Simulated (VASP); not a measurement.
# MgTe (P6_3mc) in VASP: notebook

MgTe is run at these levels: HSE06; tasks: single point.

Everything below comes from runs of VASP 6.6.1. Logs are shortened: lines on timing, memory, paths and dates and some standing lists are left out, and cuts for length are marked.

## (1) The cell of the first run

The structure is hexagonal, space group P6_3mc (No. 186). The conventional cell has a = 4.669 Å, b = 4.669 Å, c = 7.604 Å, α = 90.00°, β = 90.00°, γ = 120.00°. Within 3.8 Å of Mg (site symmetry 3m) lie 4 Te at 2.86 Å. Within 3.8 Å of Te (site symmetry 3m) lie 4 Mg at 2.86 Å.

## (2) Single point, HSE06 (strain +2.0%)

POSCAR

```
MgTe
1.0
    4.6691883279      0.0000000000      0.0000000000
   -2.3345941639      4.0436357070      0.0000000000
    0.0000000000      0.0000000000      7.6041911399
Mg Te
2 2
Direct
    0.3333333333      0.6666666667     -0.0006080485
    0.6666666667      0.3333333333      0.4993919515
    0.3333333333      0.6666666667      0.3756080485
    0.6666666667      0.3333333333      0.8756080485
```

INCAR.step1

```
  ALGO = Normal
  EDIFF = 1E-5
  ENCUT = 520
  GGA = PE
  GGA_COMPAT = F
  ISIF = 2
  ISMEAR = 0
  LASPH = T
  LCHARG = F
  LREAL = F
  LWAVE = T
  NBANDS = 16
  NELM = 120
  PREC = Accurate
  SIGMA = 0.01
```

INCAR.step2

```
  ALGO = Normal
  EDIFF = 1E-6
  ENCUT = 520
  GGA = PE
  GGA_COMPAT = F
  HFSCREEN = 0.2079
  ISIF = 2
  ISMEAR = 0
  ISTART = 1
  LASPH = T
  LCHARG = F
  LHFCALC = T
  LREAL = F
  LWAVE = F
  NBANDS = 16
  NELM = 120
  PREC = Accurate
  PRECFOCK = Normal
  SIGMA = 0.01
```

KPOINTS

```
k-points
0
Gamma
  6 6 2
```

Potentials or basis: VASP PAW PBE potentials, release 64 (Mg, Te).

The run is started by

```console
> cat potpaw_PBE.64/Mg/POTCAR potpaw_PBE.64/Te/POTCAR > POTCAR
> cp INCAR.step1 INCAR
> mpirun -np 1 vasp_std > vasp.out
> cp INCAR.step2 INCAR
> mpirun -np 1 vasp_std > vasp.out
```

OUTCAR:

```text
EDIFF = 1E-6
   ENCUT = 520
   GGA = PE
   HFSCREEN = 0.2079
   ISIF = 2
   ISMEAR = 0
   ISTART = 1
   LASPH = T
   LHFCALC = T
   LREAL = F
   NELM = 120
   PREC = Accurate
   PRECFOCK = Normal

 ion  position               nearest neighbor table
   1  0.333  0.667  0.999-   4 2.86   4 2.86   4 2.86   3 2.86
   2  0.667  0.333  0.499-   3 2.86   3 2.86   3 2.86   4 2.86
   3  0.333  0.667  0.376-   2 2.86   2 2.86   2 2.86   1 2.86
   4  0.667  0.333  0.876-   1 2.86   1 2.86   1 2.86   2 2.86

  LATTYP: Found a hexagonal cell.
 ALAT       =     4.6691883279
 C/A-ratio  =     1.6285895119

  Lattice vectors:

 A1 = (   4.6691883279,   0.0000000000,   0.0000000000)
 A2 = (  -2.3345941639,   4.0436357070,   0.0000000000)
 A3 = (   0.0000000000,   0.0000000000,   7.6041911399)

Analysis of symmetry for initial positions (statically):
=====================================================================
 Subroutine PRICEL returns:
 Original cell was already a primitive cell.

 Routine SETGRP: Setting up the symmetry group for a
 hexagonal supercell.

 Subroutine GETGRP returns: Found 12 space group operations
 (whereof  6 operations were pure point group operations)
 out of a pool of 24 trial point group operations.

The static configuration has the point symmetry C_3v.
 The point group associated with its full space group is C_6v.

Analysis of symmetry for dynamics (positions and initial velocities):
=====================================================================
 Subroutine PRICEL returns:
 Original cell was already a primitive cell.

 Routine SETGRP: Setting up the symmetry group for a
 hexagonal supercell.

 Subroutine GETGRP returns: Found 12 space group operations
 (whereof  6 operations were pure point group operations)
 out of a pool of 24 trial point group operations.

The dynamic configuration has the point symmetry C_3v.
 The point group associated with its full space group is C_6v.

 Subroutine INISYM returns: Found 12 space group operations
 (whereof  6 operations are pure point group operations),
 and found     1 'primitive' translations

----------------------------------------------------------------------------------------

                                     Primitive cell

  volume of cell :     143.5709

  direct lattice vectors                    reciprocal lattice vectors
     4.669188328  0.000000000  0.000000000     0.214169986  0.123651099  0.000000000
    -2.334594164  4.043635707  0.000000000     0.000000000  0.247302198  0.000000000
     0.000000000  0.000000000  7.604191140     0.000000000  0.000000000  0.131506426

  length of vectors
     4.669188328  4.669188328  7.604191140     0.247302198  0.247302198  0.131506426

  position of ions in fractional coordinates (direct lattice)
     0.333333333  0.666666667  0.999391952
     0.666666667  0.333333333  0.499391952
     0.333333333  0.666666667  0.375608048
     0.666666667  0.333333333  0.875608048

  ion indices of the primitive-cell ions
   primitive index   ion index
                 1           1
                 2           2
                 3           3
                 4           4

----------------------------------------------------------------------------------------

 KPOINTS: k-points

Automatic generation of k-mesh.
 Grid dimensions read from file:
 generate k-points for:    6    6    2

 Generating k-lattice:

  Cartesian coordinates                     Fractional coordinates (reciprocal lattice)
     0.035694998  0.020608517  0.000000000     0.166666667  0.000000000  0.000000000
     0.000000000  0.041217033  0.000000000     0.000000000  0.166666667  0.000000000
     0.000000000  0.000000000  0.065753213     0.000000000  0.000000000  0.500000000

  Length of vectors
     0.041217033  0.041217033  0.065753213

  Shift w.r.t. Gamma in fractional coordinates (k-lattice)
     0.000000000  0.000000000  0.000000000

 Subroutine IBZKPT returns following result:
 ===========================================

 Found     14 irreducible k-points:

 Following reciprocal coordinates:
            Coordinates               Weight
  0.000000  0.000000  0.000000      1.000000
  0.166667  0.000000  0.000000      6.000000
  0.333333  0.000000  0.000000      6.000000
  0.500000  0.000000  0.000000      3.000000
  0.166667  0.166667  0.000000      6.000000
  0.333333  0.166667  0.000000     12.000000
  0.333333  0.333333  0.000000      2.000000
  0.000000  0.000000  0.500000      1.000000
  0.166667  0.000000  0.500000      6.000000
  0.333333  0.000000  0.500000      6.000000
  0.500000  0.000000  0.500000      3.000000
  0.166667  0.166667  0.500000      6.000000
  0.333333  0.166667  0.500000     12.000000
  0.333333  0.333333  0.500000      2.000000
   k-points           NKPTS =     14   k-points in BZ     NKDIM =     72   number of bands    NBANDS=     16
   number of dos      NEDOS =    301   number of ions     NIONS =      4
   total plane-waves  NPLWV =  77760
   dimension x,y,z NGX =    36 NGY =   36 NGZ =   60
   dimension x,y,z NGXF=    72 NGYF=   72 NGZF=  120
   ions per type =               2   2
   NGX,Y,Z   is equivalent  to a cutoff of  12.82, 12.82, 13.12 a.u.
   NGXF,Y,Z  is equivalent  to a cutoff of  25.64, 25.64, 26.23 a.u.
 SYSTEM =  unknown system
   PREC   = accura    normal or accurate (medium, high low for compatibility)
   ISTART =      1    job   : 0-new  1-cont  2-samecut
   ICHARG =      0    charge: 1-file 2-atom 10-const
   ISPIN  =      1    spin polarized calculation?
   LNONCOLLINEAR =      F non collinear calculations
   LSORBIT =      F    spin-orbit coupling
   LASPH  =      T    aspherical Exc in radial PAW
   ENCUT  =  520.0 eV  38.22 Ry    6.18 a.u.   8.68  8.68 14.14*2*pi/ulx,y,z
   NELM   =    120;   NELMIN=  2; NELMDL=  0     # of ELM steps
   EDIFF  = 0.1E-05   stopping-criterion for ELM
   LREAL  =      F    real-space projection
   EDIFFG = 0.1E-04   stopping-criterion for IOM
   NSW    =      0    number of steps for IOM
   IBRION =     -1    ionic relax: 0-MD 1-quasi-New 2-CG
   NFREE  =      0    steps in history (QN), initial steepest desc. (CG)
   ISIF   =      2    stress and relaxation
   ISYM   =      3    0-nonsym 1-usesym 2-fastsym
   POTIM  = 0.5000    time-step for ionic-motion
   TEBEG  =    0.0;   TEEND  =   0.0 temperature during run
   PSTRESS=    0.0 pullay stress
   NELECT =      16.0000    total number of electrons
   NUPDOWN=      -1.0000    fix difference up-down
   EMIN   =  10.00;   EMAX   =-10.00  energy-range for DOS
   EFERMI =   0.00;   METHOD = LEGACY
   ISMEAR =     0;   SIGMA  =   0.01  broadening in eV -4-tet -1-fermi 0-gaus
   EFERMI_NEDOS =   21; number of points for ismear=-14 and -15
   IALGO  =     38    algorithm
   IMIX   =      1    mixing-type and parameters
     AMIX     =   0.40;   BMIX     =  1.00
     AMIX_MAG =   1.60;   BMIX_MAG =  1.00
  volume/ion in A,a.u.               =      35.89       242.22
  Fermi-wavevector in a.u.,A,eV,Ry     =   0.787818  1.488761  8.444558  0.620658
  Thomas-Fermi vector in A             =   1.892635
   LORBIT       =      0    0 simple, 1 ext, 2 COOP (PROOUT), +10 PAW based schemes
   GGA     = PE    functional components
   LHFCALC =     T    Hartree Fock is set to
   PRECFOCK=normal    Normal, Fast or Accurate (Low or Medium for compatibility)
   ENCUT4O =  -1.0   cutoff for four orbital integrals eV
   NKREDX  =     1    reduce k-point grid by
   NKREDY  =     1    reduce k-point grid by
   NKREDZ  =     1    reduce k-point grid by
   AEXX    =    0.2500 exact exchange contribution
   HFSCREEN=    0.2079 screening length (either q_TF or 0.3 A-1)
   HFSCREENC=   0.2079 screening length for correlation (either q_TF or 0.3 A-1)
   ENCUTFOCK=  -1.0 apply spherical cutoff to Coloumb kernel
   IVDW    =     0    specifies the selected vdW correction
   LEPSILON=     F    determine dielectric tensor
   LRPA    =     F    only Hartree local field effects (RPA)
 non-spin polarized calculation
 Gauss-broadening in eV      SIGMA  =   0.01
  energy-cutoff  :      520.00
  volume of cell :      143.57
 maximum number of plane-waves:      3887
 NGX is ok and might be reduce to    36
  NGX = 28; NGY = 28; NGZ = 48

 number of electron      15.9999999 magnetization

 Free energy of the ion-electron system (eV)
  ---------------------------------------------------
  ext. energy  EPLUGINS =         0.00000000
  ---------------------------------------------------
  free energy    TOTEN  =       -15.05712476 eV

  energy without entropy =      -15.05712476  energy(sigma->0) =      -15.05712476

 E-fermi :   0.9973     XC(G=0):  -6.4153

 val. band max:        0.9176583456   @ k =   0.0000   0.0000   0.0000
 cond. band min:       3.8458305846   @ k =   0.0000   0.0000   0.0000
 fundamental gap:      2.9281722390
 Fermi energy:         0.9972573975

 k-point     1 :       0.0000    0.0000    0.0000
  band No.  band energies     occupation
      1     -10.0015      2.00000
      2      -9.4101      2.00000
      3      -2.3576      2.00000
      4       0.4306      2.00000
      5       0.4306      2.00000
      6       0.9162      2.00000
[... 8 lines left out ...]
     15       7.9996      0.00000
     16       9.0520      0.00000

 k-point     2 :       0.1667    0.0000    0.0000
  band No.  band energies     occupation
      1      -9.8864      2.00000
      2      -9.3485      2.00000
      3      -2.1857      2.00000
      4      -0.3888      2.00000
      5      -0.0035      2.00000
      6       0.2078      2.00000
[... 8 lines left out ...]
     15       8.0458      0.00000
     16       8.5695      0.00000

 k-point     3 :       0.3333    0.0000    0.0000
  band No.  band energies     occupation
      1      -9.6128      2.00000
      2      -9.2407      2.00000
      3      -1.9394      2.00000
      4      -1.3610      2.00000
      5      -1.1252      2.00000
      6      -0.1476      2.00000
[... 8 lines left out ...]
     15       8.6568      0.00000
     16       9.5117      0.00000
[... 172 lines left out ...]
 k-point    13 :       0.3333    0.1667    0.5000
  band No.  band energies     occupation
      1      -9.3240      2.00000
      2      -9.3240      2.00000
      3      -2.1075      2.00000
      4      -2.1075      2.00000
      5      -0.4787      2.00000
      6      -0.4787      2.00000
[... 8 lines left out ...]
     15       9.1187      0.00000
     16       9.1187      0.00000

 k-point    14 :       0.3333    0.3333    0.5000
  band No.  band energies     occupation
      1      -9.2676      2.00000
      2      -9.2676      2.00000
      3      -2.0749      2.00000
      4      -2.0749      2.00000
      5      -0.9640      2.00000
      6      -0.9640      2.00000
[... 8 lines left out ...]
     15       9.1389      0.00000
     16       9.1389      0.00000

------------------------ aborting loop because EDIFF is reached ----------------------------------------

  FORCE on cell =-STRESS in cart. coord.  units (eV):
  Direction    XX          YY          ZZ          XY          YZ          ZX
  --------------------------------------------------------------------------------------
  -------------------------------------------------------------------------------------
  Total       -1.9287238     -1.9287238     -1.9466995     -0.0000000      0.0000000     -0.0000000
  in kB      -21.5235634    -21.5235634    -21.7241631     -0.0000000      0.0000000     -0.0000000
  external PRESSURE =     -21.5904300 kB  Pullay stress =       0.0000000 kB

 VOLUME and BASIS-vectors are now :
 -----------------------------------------------------------------------------
  energy-cutoff  :      520.00
  volume of cell :      143.57
      direct lattice vectors                 reciprocal lattice vectors
     4.669188328  0.000000000  0.000000000     0.214169986  0.123651099  0.000000000
    -2.334594164  4.043635707  0.000000000     0.000000000  0.247302198  0.000000000
     0.000000000  0.000000000  7.604191140     0.000000000  0.000000000  0.131506426

 POSITION                                       TOTAL-FORCE (eV/Angst)
 -----------------------------------------------------------------------------------
     -0.00000      2.69576      7.59957        -0.000000      0.000000     -0.002150
      2.33459      1.34788      3.79747        -0.000000      0.000000     -0.002150
     -0.00000      2.69576      2.85620        -0.000000     -0.000000      0.002150
      2.33459      1.34788      6.65829         0.000000      0.000000      0.002150
 -----------------------------------------------------------------------------------
    total drift:                               -0.000000     -0.000000      0.000593

  FREE ENERGIE OF THE ION-ELECTRON SYSTEM (eV)
  ---------------------------------------------------
  free  energy   TOTEN  =       -15.0571247607 eV

  energy  without entropy=      -15.0571247607  energy(sigma->0) =      -15.05712476
```

Run time: 28 min. Hardware: 1 thread of Intel Xeon Platinum 8375C at 2.90GHz (Ice Lake), shared host; peak memory 0.4 GiB.

What came out:

```
Free energy            : -15.0571 eV
Pressure               : -2.2 GPa
Band gap on the k mesh : 2.93 eV
```

Forces in eV/Å, atoms in the order of the input:
```
Mg   0.000  0.000 -0.002
Mg   0.000  0.000 -0.002
Te   0.000  0.000  0.002
Te   0.000  0.000  0.002
```

Caveat: the cell differs from its parent crystal (strain +2.0%); the PAW data sets were made with another functional, which shifts forces and pressure a little; spin-orbit coupling is left out, which moves the levels of the heavy elements.

[end of part 1 of 2]
